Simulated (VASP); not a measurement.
A run of VASP 6.6.1 is set up as follows.

File INCAR:

```
PREC = Accurate
ENCUT = 600
EDIFF = 1E-6
ISMEAR = 0
SIGMA = 0.1
LREAL = False
LASPH = True
NELM = 60
ALGO = Fast
ISIF = 3
LWAVE = False
LCHARG = False
GGA = PE
IBRION = 2
NSW = 100
EDIFFG = -0.01
KPAR = 4
```

KPOINTS

```
Automatic mesh
0
Gamma
  14 14 14
```

File POSCAR:

```
GaSi
1.0
    1.8976590300     -5.3291800831      0.0000000000
    1.8976590300      5.3291800831      0.0000000000
    0.0000000000      0.0000000000      3.5206885089
Ga Si
2 2
Direct
    0.8384213096      0.1615786904      0.2500000000
    0.1615786904      0.8384213096      0.7500000000
    0.5800007467      0.4199992533      0.2500000000
    0.4199992533      0.5800007467      0.7500000000
```

Potentials or basis: VASP PAW PBE potentials, release 64 (Ga_d, Si).

Launch:

```bash
$ cat potpaw_PBE.64/Ga_d/POTCAR potpaw_PBE.64/Si/POTCAR > POTCAR
$ mpirun -np 4 vasp_std > vasp.out
```

(1) What does it give for the relaxed cell?

(2) What does it give for the space group after relaxing (to 0.1 Å)?

(3) Estimate the relaxed volume.

## Answers

(1) a = 5.530 Å, b = 5.530 Å, c = 3.570 Å, α = 90.00°, β = 90.00°, γ = 139.37°.

(2) Cmcm (No. 63).

(3) 17.77 Å³/atom.
